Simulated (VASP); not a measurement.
Here is a VASP 6.6.1 calculation.

File POSCAR:

```
Ag
1.0
    0.0000000000      2.0427500000      2.0427500000
    2.0427500000      0.0000000000      2.0427500000
    2.0427500000      2.0427500000      0.0000000000
Ag
1
Direct
    0.0000000000      0.0000000000      0.0000000000
```

INCAR.step1

```
PREC     = Accurate       # precision mode
ENCUT    = 520            # plane-wave cutoff, eV
EDIFF    = 1E-5           # SCF threshold, eV
ISMEAR   = -1             # smearing method
SIGMA    = 0.05           # smearing width, eV
LREAL    = False          # projectors in reciprocal space
LASPH    = True           # aspherical terms in the spheres
NELM     = 60             # most SCF steps
ALGO     = Normal         # electronic algorithm
ISIF     = 2              # what is computed and relaxed
LWAVE    = True           # write WAVECAR
GGA      = PE             # functional
NBANDS   = 12             # bands
```

The input INCAR.step2:

```
PREC     = Accurate       # precision mode
ENCUT    = 520            # plane-wave cutoff, eV
EDIFF    = 1E-6           # SCF threshold, eV
ISMEAR   = -1             # smearing method
SIGMA    = 0.05           # smearing width, eV
LREAL    = False          # projectors in reciprocal space
LASPH    = True           # aspherical terms in the spheres
NELM     = 60             # most SCF steps
ALGO     = Normal         # electronic algorithm
ISIF     = 2              # what is computed and relaxed
LWAVE    = False          # write WAVECAR
LCHARG   = True           # write CHGCAR
GGA      = B5             # functional
LHFCALC  = True           # exact exchange
AEXX     = 0.2            # exact-exchange fraction
AGGAX    = 0.72         
AGGAC    = 0.81         
ALDAC    = 0.19         
PRECFOCK = Normal       
LELF     = True           # ELF
LVHAR    = True         
ISTART   = 1            
NBANDS   = 12             # bands
```

Contents of KPOINTS:

```
Automatic mesh
0
Gamma
  6 6 6
```

Potentials or basis: VASP PAW PBE potentials, release 64 (Ag).

Launch:

```sh
$ cat potpaw_PBE.64/Ag/POTCAR > POTCAR
$ cp INCAR.step1 INCAR
$ mpirun -np 1 vasp_std > vasp.out
$ cp INCAR.step2 INCAR
$ mpirun -np 1 vasp_std > vasp.out
```

(1) What does it give for the pressure?

(2) What does it give for the band gap on the k mesh?

Answers

(1) 11.0 GPa.

(2) zero (an odd number of electrons rules out a gap without spin polarisation).

Caveat: the k points lie up to 0.44 Å⁻¹ apart, too coarse for converged energies and pressures of a metal; the PAW data sets were made with another functional, which shifts forces and pressure a little.
